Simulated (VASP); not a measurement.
InAs:

```xyz
2
Lattice="3.0180 3.0180 0.0000 -3.0180 3.0180 0.0000 0.0000 3.0180 3.0180" Properties=species:S:1:pos:R:3 pbc="T T T"
In    0.0000    0.0000    0.0000
As    1.5090    4.5270    1.5090
```

- Program: VASP 6.6.1
- Task: relaxation of cell and atoms
- Functional: PBEsol
- Potentials or basis: VASP PAW PBE potentials, release 64 (In_d, As)
- Cutoff: 500 eV
- k mesh: 12 × 12 × 12
- Occupations: fermi-dirac, width 0.08 eV
- Spin: no spin polarisation

At the start: pressure 1.6 GPa; volume 27.49 Å³/atom.

Problem. How do energy, volume and symmetry change on relaxing?

Solution. Over 3 steps the energy falls by 3.6 meV/atom and the volume is 28.24 Å³/atom (+2.7 %); space group F-43m (No. 216, to 0.1 Å) before and after.

The path:
```csv
step,energy change (eV),largest force (eV/Å),pressure (GPa),volume (Å³)
1,0.0000,0.0000,1.60,54.98
2,-0.0058,0.0000,-0.67,57.19
3,-0.0073,0.0000,0.01,56.48
```

Final structure:
```
CELL_PARAMETERS angstrom
3.04518 3.04518 0.00000
-3.04518 3.04518 0.00000
0.00000 3.04518 3.04518
ATOMIC_POSITIONS crystal
In 0.00000 0.00000 0.00000
As 0.75000 0.25000 0.50000
```

Caveat: the PAW data sets were made with another functional, which shifts forces and pressure a little.
